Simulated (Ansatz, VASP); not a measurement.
## SrCl2 in VASP and in Ansatz

Contents of INCAR:

```
SYSTEM = SrCl2
PREC = Accurate ; ENCUT = 520
EDIFF = 1E-6 ; ISMEAR = 0
SIGMA = 0.05 ; LREAL = .False.
LASPH = .True. ; NELM = 80
ALGO = Normal ; ISIF = 2
LWAVE = .False. ; LCHARG = .False.
GGA = PE ; NBANDS = 19
```

File KPOINTS:

```
regular mesh
0
Gamma
  6 6 6
  0 0 0
```

The input POSCAR:

```
SrCl2
1.0
    0.0000000000      3.4332175000      3.4855000000
    3.5377825000      0.0000000000      3.4855000000
    3.5377825000      3.4332175000      0.0000000000
Sr Cl
1 2
Direct
    0.0000000000      0.0000000000      0.0000000000
    0.2500000000      0.2500000000      0.2500000000
    0.7500000000      0.7500000000      0.7500000000
```

Input for Ansatz:

```yaml
crystal:
  lattice:
    - [0.0, 3.4332175, 3.4855]
    - [3.5377825, 0.0, 3.4855]
    - [3.5377825, 3.4332175, 0.0]
  atoms:
    - { symbol: Sr, position: [0.0, 0.0, 0.0] }
    - { symbol: Cl, position: [0.25, 0.25, 0.25] }
    - { symbol: Cl, position: [0.75, 0.75, 0.75] }
basis:
  ecutwfc: 420
kpoints:
  mp_grid: { grid: [6, 6, 6] }
hamiltonian:
  xc: pbe
scf:
  occupations: { method: gaussian, width: 0.05 }
output:
  forces: true
  stress: true
  eigenvalues: true
```

Change from the starting cell: strain +0.0150 x Voigt [1, -1, 0, 0, 0, 0], atoms carried along.

Alike in both runs: task single point; functional PBE; k mesh 6 × 6 × 6; occupations gaussian, width 0.05 eV; no spin polarisation.

```csv
,VASP,Ansatz
version,VASP 6.6.1,Ansatz 0.2.0
potentials or method,"VASP PAW PBE potentials, release 64 (Sr_sv, Cl), cutoff 520 eV","scalar-relativistic, plane waves, PAW"
valence electrons in the cell,24,24
```

```tsv
	VASP	Ansatz	Ansatz less VASP
gap on the k mesh at the Fermi level (eV)	5.23	5.23	+0.005
least direct gap on the mesh (eV)	5.40	5.41	+0.002
pressure (GPa)	1.2	1.1	-0.08
traceless stress, the component that is largest in VASP (GPa)	0.78	0.79	+0.004
```
